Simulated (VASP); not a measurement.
# La3Zr (Pm-3m) in VASP: settings compared

La3Zr is run at these levels: pbe exchange, lda correlation; tasks: single point, relaxation of cell and atoms.

Program: VASP 6.6.1. These are calculated values, not measurements. Logs are shortened: lines on timing, memory, paths and dates and some standing lists are left out, and cuts for length are marked.

### 1 The cell of the first run

It takes space group Pm-3m (No. 221, cubic). Conventional cell: a = 5.248 Å, b = 5.248 Å, c = 5.248 Å, α = 90.00°, β = 90.00°, γ = 90.00°. La (site symmetry 4/mmm) has 8 La at 3.71 Å and 4 Zr at 3.71 Å within 4.9 Å. Within 4.9 Å of Zr (site symmetry m-3m) lie 12 La at 3.71 Å.

### 2 Single point, pbe exchange, lda correlation

Contents of INCAR:

```
SYSTEM = La3Zr
PREC     = Accurate       ! precision mode
ENCUT    = 500            ! plane-wave cutoff, eV
EDIFF    = 1E-6           ! SCF threshold, eV
ISMEAR   = 0              ! smearing method
SIGMA    = 0.05           ! smearing width, eV
LREAL    = .False.        ! projectors in reciprocal space
LASPH    = .True.         ! aspherical terms in the spheres
NELM     = 200            ! most SCF steps
ALGO     = Normal         ! electronic algorithm
ISIF     = 2              ! what is computed and relaxed
LWAVE    = .False.        ! write WAVECAR
LCHARG   = .False.        ! write CHGCAR
GGA      = LIBXC          ! functional
LIBXC1   = GGA_X_PBE    
LIBXC2   = LDA_C_PW     
NBANDS   = 30             ! bands
GGA_COMPAT= .False.      
LMAXMIX  = 6              ! l up to which the mixer works
```

Contents of KPOINTS:

```
Automatic mesh
0
Gamma
  5 5 5
  0 0 0
```

Contents of POSCAR:

```
La3Zr
1.0
    5.2477329065      0.0000000000      0.0000000000
    0.0000000000      5.2477329065      0.0000000000
    0.0000000000      0.0000000000      5.2477329065
La Zr
3 1
Direct
    0.0000000000      0.5000000000      0.5000000000
    0.5000000000      0.0000000000      0.5000000000
    0.5000000000      0.5000000000      0.0000000000
    0.0000000000      0.0000000000      0.0000000000
```

Potentials or basis: VASP PAW PBE potentials, release 64 (La, Zr_sv).

Run with:

```bash
$ cat potpaw_PBE.64/La/POTCAR potpaw_PBE.64/Zr_sv/POTCAR > POTCAR
$ mpirun -np 1 vasp_std > vasp.out
```

OUTCAR:

```text
SYSTEM = La3Zr
   PREC = Accurate
   ENCUT = 500
   EDIFF = 1E-6
   ISMEAR = 0
   LREAL = .False.
   LASPH = .True.
   NELM = 200
   ISIF = 2
   GGA = LIBXC

 ion  position               nearest neighbor table
   1  0.000  0.500  0.500-   4 3.71   4 3.71   4 3.71   4 3.71
   2  0.500  0.000  0.500-   4 3.71   4 3.71   4 3.71   4 3.71
   3  0.500  0.500  0.000-   4 3.71   4 3.71   4 3.71   4 3.71
   4  0.000  0.000  0.000-   1 3.71   2 3.71   3 3.71   1 3.71   2 3.71   1 3.71   3 3.71   1 3.71
                             2 3.71   3 3.71   2 3.71   3 3.71

  LATTYP: Found a simple cubic cell.
 ALAT       =     5.2477329065

  Lattice vectors:

 A1 = (   5.2477329065,   0.0000000000,   0.0000000000)
 A2 = (   0.0000000000,   5.2477329065,   0.0000000000)
 A3 = (   0.0000000000,   0.0000000000,   5.2477329065)

Analysis of symmetry for initial positions (statically):
=====================================================================
 Subroutine PRICEL returns:
 Original cell was already a primitive cell.

 Routine SETGRP: Setting up the symmetry group for a
 simple cubic supercell.

 Subroutine GETGRP returns: Found 48 space group operations
 (whereof 48 operations were pure point group operations)
 out of a pool of 48 trial point group operations.

The static configuration has the point symmetry O_h .

Analysis of symmetry for dynamics (positions and initial velocities):
=====================================================================
 Subroutine PRICEL returns:
 Original cell was already a primitive cell.

 Routine SETGRP: Setting up the symmetry group for a
 simple cubic supercell.

 Subroutine GETGRP returns: Found 48 space group operations
 (whereof 48 operations were pure point group operations)
 out of a pool of 48 trial point group operations.

The dynamic configuration has the point symmetry O_h .

 Subroutine INISYM returns: Found 48 space group operations
 (whereof 48 operations are pure point group operations),
 and found     1 'primitive' translations

----------------------------------------------------------------------------------------

                                     Primitive cell

  volume of cell :     144.5157

  direct lattice vectors                    reciprocal lattice vectors
     5.247732906  0.000000000  0.000000000     0.190558479  0.000000000  0.000000000
     0.000000000  5.247732906  0.000000000     0.000000000  0.190558479  0.000000000
     0.000000000  0.000000000  5.247732906     0.000000000  0.000000000  0.190558479

  length of vectors
[... 72 lines left out ...]
   LREAL  =      F    real-space projection
   EDIFFG = 0.1E-04   stopping-criterion for IOM
   NSW    =      0    number of steps for IOM
   IBRION =     -1    ionic relax: 0-MD 1-quasi-New 2-CG
   NFREE  =      0    steps in history (QN), initial steepest desc. (CG)
   ISIF   =      2    stress and relaxation
   ISYM   =      2    0-nonsym 1-usesym 2-fastsym
   POTIM  = 0.5000    time-step for ionic-motion
   TEBEG  =    0.0;   TEEND  =   0.0 temperature during run
   PSTRESS=    0.0 pullay stress
   NELECT =      45.0000    total number of electrons
   NUPDOWN=      -1.0000    fix difference up-down
   EMIN   =  10.00;   EMAX   =-10.00  energy-range for DOS
   EFERMI =   0.00;   METHOD = LEGACY
   ISMEAR =     0;   SIGMA  =   0.05  broadening in eV -4-tet -1-fermi 0-gaus
   EFERMI_NEDOS =   21; number of points for ismear=-14 and -15
   IALGO  =     38    algorithm
   IMIX   =      4    mixing-type and parameters
     AMIX     =   0.40;   BMIX     =  1.00
     AMIX_MAG =   1.60;   BMIX_MAG =  1.00
  volume/ion in A,a.u.               =      36.13       243.81
  Fermi-wavevector in a.u.,A,eV,Ry     =   1.109619  2.096876 16.752237  1.231255
  Thomas-Fermi vector in A             =   2.246161
   LORBIT       =      0    0 simple, 1 ext, 2 COOP (PROOUT), +10 PAW based schemes
   GGA     = LIBXC    functional components
   LHFCALC =     F    Hartree Fock is set to
   AEXX    =    0.0000 exact exchange contribution
   IVDW    =     0    specifies the selected vdW correction
   LEPSILON=     F    determine dielectric tensor
   LRPA    =     F    only Hartree local field effects (RPA)
 non-spin polarized calculation
 Gauss-broadening in eV      SIGMA  =   0.05
  energy-cutoff  :      500.00
  volume of cell :      144.52
 maximum number of plane-waves:      3743
 NGX is ok and might be reduce to    40
   NGX = 19   NGY = 19   NGZ = 19

 number of electron      45.0000002 magnetization

 Free energy of the ion-electron system (eV)
  ---------------------------------------------------
  ext. energy  EPLUGINS =         0.00000000
  ---------------------------------------------------
  free energy    TOTEN  =       -17.91034603 eV

  energy without entropy =      -17.90569000  energy(sigma->0) =      -17.90801802

 E-fermi :   7.4407     XC(G=0):  -9.3836

 val. band max:        7.3571509061   @ k =   0.4000   0.4000   0.0000
 cond. band min:       7.4911391201   @ k =   0.4000   0.4000   0.0000
 fundamental gap:      0.1339882141
 Fermi energy:         7.4407080283

 k-point     1 :       0.0000    0.0000    0.0000
  band No.  band energies     occupation
      1     -42.0099      2.00000
      2     -25.6162      2.00000
      3     -25.4087      2.00000
      4     -25.4087      2.00000
      5     -19.9877      2.00000
      6     -19.9877      2.00000
[... 319 lines left out ...]
     29       8.7280      0.00000
     30       8.7520      0.00000

------------------------ aborting loop because EDIFF is reached ----------------------------------------

  FORCE on cell =-STRESS in cart. coord.  units (eV):
  Direction    XX          YY          ZZ          XY          YZ          ZX
  --------------------------------------------------------------------------------------
  -------------------------------------------------------------------------------------
  Total       -0.0013975     -0.0013975     -0.0013975      0.0000000      0.0000000      0.0000000
  in kB       -0.0154930     -0.0154930     -0.0154930      0.0000000      0.0000000      0.0000000
  external PRESSURE =      -0.0154930 kB  Pullay stress =       0.0000000 kB

 VOLUME and BASIS-vectors are now :
 -----------------------------------------------------------------------------
  energy-cutoff  :      500.00
  volume of cell :      144.52
      direct lattice vectors                 reciprocal lattice vectors
     5.247732906  0.000000000  0.000000000     0.190558479  0.000000000  0.000000000
     0.000000000  5.247732906  0.000000000     0.000000000  0.190558479  0.000000000
     0.000000000  0.000000000  5.247732906     0.000000000  0.000000000  0.190558479

 POSITION                                       TOTAL-FORCE (eV/Angst)
 -----------------------------------------------------------------------------------
      0.00000      2.62387      2.62387         0.000000      0.000000      0.000000
      2.62387      0.00000      2.62387         0.000000      0.000000      0.000000
      2.62387      2.62387      0.00000         0.000000      0.000000      0.000000
      0.00000      0.00000      0.00000         0.000000      0.000000      0.000000
 -----------------------------------------------------------------------------------
    total drift:                                0.000000      0.000000     -0.000000

  FREE ENERGIE OF THE ION-ELECTRON SYSTEM (eV)
  ---------------------------------------------------
  free  energy   TOTEN  =       -17.9103460330 eV

  energy  without entropy=      -17.9056900047  energy(sigma->0) =      -17.90801802
```

stdout:

```text
POSCAR found type information on POSCAR LaZr
 POSCAR found :  2 types and       4 ions
 scaLAPACK will be used
 -----------------------------------------------------------------------------
|                                                                             |
|                                                                             |
|     You enforced a specific xc type in the INCAR file but a different       |
|     I HOPE YOU KNOW WHAT YOU ARE DOING!                                     |
|                                                                             |
 -----------------------------------------------------------------------------

 LDA part: xc-table for (None,None), standard interpolation
 POSCAR, INCAR and KPOINTS ok, starting setup
 FFT: planning ... GRIDC
 FFT: planning ... GRID_SOFT
 FFT: planning ... GRID
 WAVECAR not read
 entering main loop
```

It took 44 s on 1 thread of Intel Xeon Platinum 8488C (Sapphire Rapids), shared host; peak memory 0.26 GiB.

Results:

- Free energy: -17.9103 eV
- Pressure: 0.0 GPa
- Band gap on the k mesh: zero (an odd number of electrons rules out a gap without spin polarisation)

Levels at points of the mesh, in eV from the Fermi level:
| k point | band 21 | band 22 | band 23 | band 24 | band 25 | band 26 |
| --- | --- | --- | --- | --- | --- | --- |
| (0.00, 0.00, 0.00) | -1.34 | -1.34 | -1.34 | 1.18 | 1.18 | 1.18 |

Caveat: the PAW data sets were made with another functional, which shifts forces and pressure a little; spin-orbit coupling is left out, which moves the levels of the heavy elements.

### 3 Relaxation of cell and atoms, pbe exchange, lda correlation

This run uses another cell than the first one, of 32.63 Å³/atom.

Contents of INCAR:

```
SYSTEM = La3Zr
PREC = Accurate
ENCUT = 500
EDIFF = 1E-7
ISMEAR = 0
SIGMA = 0.05
LREAL = .FALSE.
LASPH = .TRUE.
NELM = 200
ALGO = Normal
ISIF = 3
LWAVE = .FALSE.
LCHARG = .FALSE.
GGA = LIBXC
LIBXC1 = GGA_X_PBE
LIBXC2 = LDA_C_PW
IBRION = 2
NSW = 80
EDIFFG = -0.03
GGA_COMPAT = .FALSE.
NELMIN = 4
LMAXMIX = 6
```

Contents of KPOINTS:

```
Automatic mesh
0
G
  5 5 5
  0 0 0
```

Contents of POSCAR:

```
La3Zr
1.0
    5.0726740000      0.0000000000      0.0000000000
    0.0000000000      5.0726740000      0.0000000000
    0.0000000000      0.0000000000      5.0726740000
La Zr
3 1
Direct
    0.0000000000      0.5000000000      0.5000000000
    0.5000000000      0.0000000000      0.5000000000
    0.5000000000      0.5000000000      0.0000000000
    0.0000000000      0.0000000000      0.0000000000
```

Potentials or basis: VASP PAW PBE potentials, release 64 (La, Zr_sv).

Run with:

```bash
$ cat potpaw_PBE.64/La/POTCAR potpaw_PBE.64/Zr_sv/POTCAR > POTCAR
$ mpirun -np 1 vasp_std > vasp.out
```

It took 1.8 min on 1 thread of Intel Xeon Platinum 8488C (Sapphire Rapids), shared host; peak memory 0.27 GiB.

Results (log left out):

* Free energy: -17.9097 eV
* Relaxed volume: 36.13 Å³/atom
* Relaxed cell: a = 5.248 Å, b = 5.248 Å, c = 5.248 Å, α = 90.00°, β = 90.00°, γ = 90.00°
* Space group after relaxing (to 0.1 Å): Pm-3m (No. 221)
* Energy gained by relaxing: 41.0 meV/atom
* Ionic steps: 3
* Pressure after relaxing: 0.0 GPa
* Band gap on the k mesh: zero (an odd number of electrons rules out a gap without spin polarisation)

The path:
| step | energy change (eV) | largest force (eV/Å) | pressure (GPa) | volume (Å³) |
| --- | --- | --- | --- | --- |
| 1 | 0.0000 | 0.0000 | 4.06 | 130.53 |
| 2 | -0.1606 | 0.0000 | -0.48 | 146.79 |
| 3 | -0.1640 | 0.0000 | 0.01 | 144.52 |

Final structure:
```yaml
crystal:
  lattice:
    - [5.24781, 0.00000, 0.00000]
    - [0.00000, 5.24781, 0.00000]
    - [0.00000, 0.00000, 5.24781]
  atoms:
    - { symbol: La, position: [0.00000, 0.50000, 0.50000] }
    - { symbol: La, position: [0.50000, 0.00000, 0.50000] }
    - { symbol: La, position: [0.50000, 0.50000, 0.00000] }
    - { symbol: Zr, position: [0.00000, 0.00000, 0.00000] }
```

Levels at points of the mesh, in eV from the Fermi level:
| k point | band 19 | band 20 | band 21 | band 22 | band 23 | band 24 | band 25 | band 26 | band 27 |
| --- | --- | --- | --- | --- | --- | --- | --- | --- | --- |
| (0.00, 0.00, 0.00) | -1.73 | -1.73 | -1.34 | -1.34 | -1.34 | 1.18 | 1.18 | 1.18 | 1.27 |

Caveat: the PAW data sets were made with another functional, which shifts forces and pressure a little; spin-orbit coupling is left out, which moves the levels of the heavy elements.

The gap in the log of VASP goes by the Fermi energy; the results here count the filled bands.